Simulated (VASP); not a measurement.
# LaReSi3 (I4mm) in VASP: single point with PBEsol

Aim: the single point of LaReSi3 with PBEsol.

All numbers are computed with VASP 6.6.1; they aren't measurements. Logs are shortened: lines on timing, memory, paths and dates and some standing lists are left out, and cuts for length are marked.

### 1 The cell of the first run

It takes space group I4mm (No. 107, tetragonal). Conventional cell: a = 4.337 Å, b = 4.337 Å, c = 9.965 Å, α = 90.00°, β = 90.00°, γ = 90.00°. Within 3.2 Å of Re (site symmetry 4mm) lie 5 Si at 2.39 to 2.42 Å. Si (site symmetry 4mm) has 1 Re at 2.39 Å and 4 Si at 2.64 Å and 4 La at 3.18 Å within 3.2 Å. Si (site symmetry 2mm) has 2 Re at 2.42 Å and 6 Si at 2.64 to 3.07 Å and 4 La at 3.20 to 3.40 Å within 3.5 Å. Within 4.4 Å of La (site symmetry 4mm) lie 13 Si at 3.18 to 4.13 Å and 5 Re at 3.43 to 3.44 Å and 4 La at 4.34 Å.

### 2 Single point, PBEsol

The input, POSCAR:

```
LaReSi3
1.0
    0.0000000000      4.3372680000      0.0000000000
    4.3372680000      0.0000000000      0.0000000000
    2.1686340000      2.1686340000     -4.9824900000
Re Si La
1 3 1
Direct
    0.0000000000      0.0000000000      0.0000000000
    0.7599000000      0.7599000000      0.4802000000
    0.6088000000      0.1088000000      0.7824000000
    0.1088000000      0.6088000000      0.7824000000
    0.3455000000      0.3455000000      0.3090000000
```

The input, INCAR.step1:

```
  PREC = Accurate
  ENCUT = 520
  EDIFF = 1E-6
  ISMEAR = -1
  SIGMA = 0.1
  LREAL = F
  LASPH = T
  NELM = 80
  ALGO = Normal
  ISIF = 2
  LWAVE = F
  LCHARG = T
  LMAXMIX = 6
  GGA = PS
  NBANDS = 23
```

The input, KPOINTS.step1:

```
regular mesh
0
Gamma
  9 9 9
```

The input, INCAR.step2:

```
  PREC = Accurate
  ENCUT = 520
  EDIFF = 1E-6
  ISMEAR = -5
  SIGMA = 0.1
  LREAL = F
  LASPH = T
  NELM = 80
  ALGO = Normal
  ISIF = 2
  LWAVE = F
  LCHARG = F
  LMAXMIX = 6
  GGA = PS
  LORBIT = 11
  NBANDS = 23
  NEDOS = 1001
  ICHARG = 11
```

The input, KPOINTS.step2:

```
regular mesh
0
Gamma
  14 14 14
```

Potentials or basis: VASP PAW PBE potentials, release 64 (Re, Si, La).

Launch:

```console
> cat potpaw_PBE.64/Re/POTCAR potpaw_PBE.64/Si/POTCAR potpaw_PBE.64/La/POTCAR > POTCAR
> cp INCAR.step1 INCAR
> cp KPOINTS.step1 KPOINTS
> mpirun -np 1 vasp_std > vasp.out
> cp INCAR.step2 INCAR
> cp KPOINTS.step2 KPOINTS
> mpirun -np 1 vasp_std > vasp.out
```

OUTCAR:

```text
PREC = Accurate
   ENCUT = 520
   EDIFF = 1E-6
   ISMEAR = -5
   LREAL = F
   LASPH = T
   NELM = 80
   ISIF = 2
   GGA = PS
   LORBIT = 11
   ICHARG = 11

 ion  position               nearest neighbor table
   1  0.000  0.000  0.000-   2 2.39   3 2.42   4 2.42   4 2.42   3 2.42   5 3.43   5 3.43   5 3.43
                             5 3.43   5 3.44
   2  0.760  0.760  0.480-   1 2.39   3 2.64   4 2.64   3 2.64   4 2.64   5 3.18   5 3.18   5 3.18
                             5 3.18
   3  0.609  0.109  0.782-   1 2.42   1 2.42   2 2.64   2 2.64   4 3.07   4 3.07   4 3.07   4 3.07
                             5 3.20   5 3.20   5 3.40   5 3.40
   4  0.109  0.609  0.782-   1 2.42   1 2.42   2 2.64   2 2.64   3 3.07   3 3.07   3 3.07   3 3.07
                             5 3.20   5 3.20   5 3.40   5 3.40
   5  0.346  0.346  0.309-   2 3.18   2 3.18   2 3.18   2 3.18   3 3.20   4 3.20   4 3.20   3 3.20
                             4 3.40   3 3.40   4 3.40   3 3.40   1 3.43   1 3.43   1 3.43   1 3.43

  LATTYP: Found a body centered tetragonal cell.
 ALAT       =     4.3372680000
 C/A-ratio  =     2.2975246169

  Lattice vectors:

 A1 = (  -2.1686340000,   2.1686340000,   4.9824900000)
 A2 = (   2.1686340000,  -2.1686340000,   4.9824900000)
 A3 = (   2.1686340000,   2.1686340000,  -4.9824900000)

Analysis of symmetry for initial positions (statically):
=====================================================================
 Subroutine PRICEL returns:
 Original cell was already a primitive cell.

 Routine SETGRP: Setting up the symmetry group for a
 body centered tetragonal supercell.

 Subroutine GETGRP returns: Found  8 space group operations
 (whereof  8 operations were pure point group operations)
 out of a pool of 16 trial point group operations.

The static configuration has the point symmetry C_4v.

Analysis of symmetry for dynamics (positions and initial velocities):
=====================================================================
 Subroutine PRICEL returns:
 Original cell was already a primitive cell.

 Routine SETGRP: Setting up the symmetry group for a
 body centered tetragonal supercell.

 Subroutine GETGRP returns: Found  8 space group operations
 (whereof  8 operations were pure point group operations)
 out of a pool of 16 trial point group operations.

The dynamic configuration has the point symmetry C_4v.

 Subroutine INISYM returns: Found  8 space group operations
 (whereof  8 operations are pure point group operations),
 and found     1 'primitive' translations

----------------------------------------------------------------------------------------

                                     Primitive cell

  volume of cell :      93.7301

  direct lattice vectors                    reciprocal lattice vectors
     0.000000000  4.337268000  0.000000000     0.000000000  0.230559882  0.100351431
     4.337268000  0.000000000  0.000000000     0.230559882  0.000000000  0.100351431
     2.168634000  2.168634000 -4.982490000     0.000000000  0.000000000 -0.200702861

  length of vectors
     4.337268000  4.337268000  5.850739565     0.251452320  0.251452320  0.200702861

  position of ions in fractional coordinates (direct lattice)
     0.000000000  0.000000000  0.000000000
     0.759900000  0.759900000  0.480200000
     0.608800000  0.108800000  0.782400000
     0.108800000  0.608800000  0.782400000
     0.345500000  0.345500000  0.309000000

  ion indices of the primitive-cell ions
   primitive index   ion index
                 1           1
                 2           2
                 3           3
                 4           4
                 5           5

----------------------------------------------------------------------------------------

 KPOINTS: regular mesh

Automatic generation of k-mesh.
 Grid dimensions read from file:
 generate k-points for:   14   14   14

 Generating k-lattice:

  Cartesian coordinates                     Fractional coordinates (reciprocal lattice)
     0.000000000  0.016468563  0.007167959     0.071428571  0.000000000  0.000000000
     0.016468563  0.000000000  0.007167959     0.000000000  0.071428571  0.000000000
     0.000000000  0.000000000 -0.014335919     0.000000000  0.000000000  0.071428571

  Length of vectors
     0.017960880  0.017960880  0.014335919

  Shift w.r.t. Gamma in fractional coordinates (k-lattice)
     0.000000000  0.000000000  0.000000000

 TETIRR: Found   7833 inequivalent tetrahedra from    16464

 Subroutine IBZKPT returns following result:
 ===========================================

 Found    244 irreducible k-points:

 Following reciprocal coordinates:
            Coordinates               Weight
  0.000000  0.000000  0.000000      1.000000
  0.071429  0.000000  0.000000      8.000000
  0.142857  0.000000 -0.000000      8.000000
  0.214286  0.000000 -0.000000      8.000000
  0.285714  0.000000 -0.000000      8.000000
  0.357143  0.000000 -0.000000      8.000000
[... 16 lines left out ...]
  0.214286  0.142857 -0.000000     16.000000
  0.285714  0.142857 -0.000000     16.000000
 [... further k-points ...]
   k-points           NKPTS =    244   k-points in BZ     NKDIM =    244   number of bands    NBANDS=     23
   number of dos      NEDOS =   1001   number of ions     NIONS =      5
   total plane-waves  NPLWV =  49152
   dimension x,y,z NGX =    32 NGY =   32 NGZ =   48
   dimension x,y,z NGXF=    64 NGYF=   64 NGZF=   96
   ions per type =               1   3   1
   NGX,Y,Z   is equivalent  to a cutoff of  12.27, 12.27, 13.64 a.u.
   NGXF,Y,Z  is equivalent  to a cutoff of  24.53, 24.53, 27.28 a.u.
 SYSTEM =  unknown system
   PREC   = accura    normal or accurate (medium, high low for compatibility)
   ISTART =      0    job   : 0-new  1-cont  2-samecut
   ICHARG =     11    charge: 1-file 2-atom 10-const
   ISPIN  =      1    spin polarized calculation?
   LNONCOLLINEAR =      F non collinear calculations
   LSORBIT =      F    spin-orbit coupling
   LASPH  =      T    aspherical Exc in radial PAW
   ENCUT  =  520.0 eV  38.22 Ry    6.18 a.u.   8.06  8.06 10.88*2*pi/ulx,y,z
   NELM   =     80;   NELMIN=  2; NELMDL=  0     # of ELM steps
   EDIFF  = 0.1E-05   stopping-criterion for ELM
   LREAL  =      F    real-space projection
   EDIFFG = 0.1E-04   stopping-criterion for IOM
   NSW    =      0    number of steps for IOM
   IBRION =     -1    ionic relax: 0-MD 1-quasi-New 2-CG
   NFREE  =      0    steps in history (QN), initial steepest desc. (CG)
   ISIF   =      2    stress and relaxation
   ISYM   =      2    0-nonsym 1-usesym 2-fastsym
   POTIM  = 0.5000    time-step for ionic-motion
   TEBEG  =    0.0;   TEEND  =   0.0 temperature during run
   PSTRESS=    0.0 pullay stress
   NELECT =      30.0000    total number of electrons
   NUPDOWN=      -1.0000    fix difference up-down
   EMIN   =  10.00;   EMAX   =-10.00  energy-range for DOS
   EFERMI =   0.00;   METHOD = LEGACY
   ISMEAR =    -5;   SIGMA  =   0.10  broadening in eV -4-tet -1-fermi 0-gaus
   EFERMI_NEDOS =   21; number of points for ismear=-14 and -15
   IALGO  =     38    algorithm
   IMIX   =      4    mixing-type and parameters
     AMIX     =   0.40;   BMIX     =  1.00
     AMIX_MAG =   1.60;   BMIX_MAG =  1.00
  volume/ion in A,a.u.               =      18.75       126.50
  Fermi-wavevector in a.u.,A,eV,Ry     =   1.119839  2.116189 17.062242  1.254039
  Thomas-Fermi vector in A             =   2.256481
   LORBIT       =     11    0 simple, 1 ext, 2 COOP (PROOUT), +10 PAW based schemes
   GGA     = PS    functional components
   LHFCALC =     F    Hartree Fock is set to
   AEXX    =    0.0000 exact exchange contribution
   IVDW    =     0    specifies the selected vdW correction
   LEPSILON=     F    determine dielectric tensor
   LRPA    =     F    only Hartree local field effects (RPA)
 non-spin polarized calculation
 Fermi weights with tetrahedron method with Bloechl corrections
  energy-cutoff  :      520.00
  volume of cell :       93.73
 maximum number of plane-waves:      2552

 number of electron      30.0000001 magnetization

 Free energy of the ion-electron system (eV)
  ---------------------------------------------------
  ext. energy  EPLUGINS =         0.00000000
  ---------------------------------------------------
  free energy    TOTEN  =       -38.42568973 eV

  energy without entropy =      -38.42568973  energy(sigma->0) =      -38.42568973

 E-fermi :   8.2570     XC(G=0): -11.1186

 val. band max:        8.2954006792   @ k =  -0.0714   0.0714   0.0000
 cond. band min:       8.2426471069   @ k =  -0.0714   0.3571   0.1429
 fundamental gap:     -0.0527535723
 Fermi energy:         8.2569884131

 k-point     1 :       0.0000    0.0000    0.0000
  band No.  band energies     occupation
      1     -23.6624      2.00000
      2      -7.6134      2.00000
      3      -7.3818      2.00000
      4      -7.3818      2.00000
      5      -2.8211      2.00000
      6       2.2768      2.00000
[... 15 lines left out ...]
     22      11.1873      0.00000
     23      11.2570      0.00000

 k-point     2 :       0.0714    0.0000    0.0000
  band No.  band energies     occupation
      1     -23.6616      2.00000
      2      -7.6135      2.00000
      3      -7.4016      2.00000
      4      -7.3803      2.00000
      5      -2.7610      2.00000
      6       2.2130      2.00000
[... 15 lines left out ...]
     22      11.1826      0.00000
     23      11.2647      0.00000
[... 544 lines left out ...]
     22      11.1618      0.00000
     23      11.3413      0.00000

 k-point    24 :       0.2857    0.1429   -0.0000
  band No.  band energies     occupation
      1     -23.6502      2.00000
      2      -7.6477      2.00000
      3      -7.5697      2.00000
      4      -7.4254      2.00000
      5      -1.7390      2.00000
      6       0.9155      2.00000
[... 15 lines left out ...]
     22      11.1838      0.00000
     23      11.3348      0.00000

 [... further k-points ...]

------------------------ aborting loop because EDIFF is reached ----------------------------------------

  FORCE on cell =-STRESS in cart. coord.  units (eV):
  Direction    XX          YY          ZZ          XY          YZ          ZX
  --------------------------------------------------------------------------------------
  -------------------------------------------------------------------------------------
  Total       -1.8239449     -1.8239449     -0.9899584      0.0000000      0.0000000      0.0000000
  in kB      -31.1776476    -31.1776476    -16.9218793      0.0000000      0.0000000      0.0000000
  external PRESSURE =     -26.4257248 kB  Pullay stress =       0.0000000 kB

 VOLUME and BASIS-vectors are now :
 -----------------------------------------------------------------------------
  energy-cutoff  :      520.00
  volume of cell :       93.73
      direct lattice vectors                 reciprocal lattice vectors
     0.000000000  4.337268000  0.000000000     0.000000000  0.230559882  0.100351431
     4.337268000  0.000000000  0.000000000     0.230559882  0.000000000  0.100351431
     2.168634000  2.168634000 -4.982490000     0.000000000  0.000000000 -0.200702861

 POSITION                                       TOTAL-FORCE (eV/Angst)
 -----------------------------------------------------------------------------------
      0.00000      0.00000      0.00000        -0.000000     -0.000000     -0.025644
      4.33727      4.33727     -2.39259         0.000000      0.000000      0.484377
      2.16863      4.33727     -3.89830         0.000000     -0.000000     -0.273249
      4.33727      2.16863     -3.89830        -0.000000      0.000000     -0.273249
      2.16863      2.16863     -1.53959        -0.000000     -0.000000      0.087766
 -----------------------------------------------------------------------------------
    total drift:                               -0.000001     -0.000001      0.002997

  FREE ENERGIE OF THE ION-ELECTRON SYSTEM (eV)
  ---------------------------------------------------
  free  energy   TOTEN  =       -38.4256897282 eV

  energy  without entropy=      -38.4256897282  energy(sigma->0) =      -38.42568973

 total charge

# of ion       s       p       d       f       tot
--------------------------------------------------
    1        0.598   0.535   5.140   0.000   6.272
    2        0.786   0.865   0.000   0.000   1.652
    3        0.781   0.841   0.000   0.000   1.622
    4        0.781   0.841   0.000   0.000   1.622
    5        2.030   5.629   0.756   0.148   8.563
--------------------------------------------------
tot          4.977   8.711   5.896   0.148  19.731
```

Run time: 8 min. Hardware: 1 thread of AMD EPYC 7R13 (Zen 3), shared host; peak memory 0.67 GiB.

What came out:

* Valence electrons inside the program's atomic spheres: Re 6.27; Si 1.65, 1.62 (each value once); La 8.56

Caveat: the PAW data sets were made with another functional, which shifts forces and pressure a little; spin-orbit coupling is left out, which moves the levels of the heavy elements.
